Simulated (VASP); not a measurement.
Here is a VASP 6.6.1 calculation.

Contents of INCAR:

```
SYSTEM = InPd
  ALGO = Normal
  EDIFF = 1E-6
  ENCUT = 520
  GGA = CA
  ISIF = 2
  ISMEAR = -1
  LASPH = .TRUE.
  LCHARG = .FALSE.
  LREAL = .FALSE.
  LWAVE = .FALSE.
  NBANDS = 18
  NELM = 80
  PREC = Accurate
  SIGMA = 0.03
```

Contents of KPOINTS:

```
k-points
0
G
  13 13 13
  0 0 0
```

POSCAR

```
InPd
1.0
    3.2388331791      0.0000000000      0.0000000000
    0.0000000000      3.2388331791      0.0000000000
    0.0000000000      0.0000000000      3.2388331791
In Pd
1 1
Direct
    0.0000000000      0.0000000000      0.0000000000
    0.5000000000      0.5000000000      0.5000000000
```

Potentials or basis: VASP PAW LDA potentials, release 64 (In_d, Pd).

Command:

```console
$ cat potpaw_LDA.64/In_d/POTCAR potpaw_LDA.64/Pd/POTCAR > POTCAR
$ mpirun -np 1 vasp_std > vasp.out
```

Problem. Estimate the pressure.

Solution. -2.8 GPa.
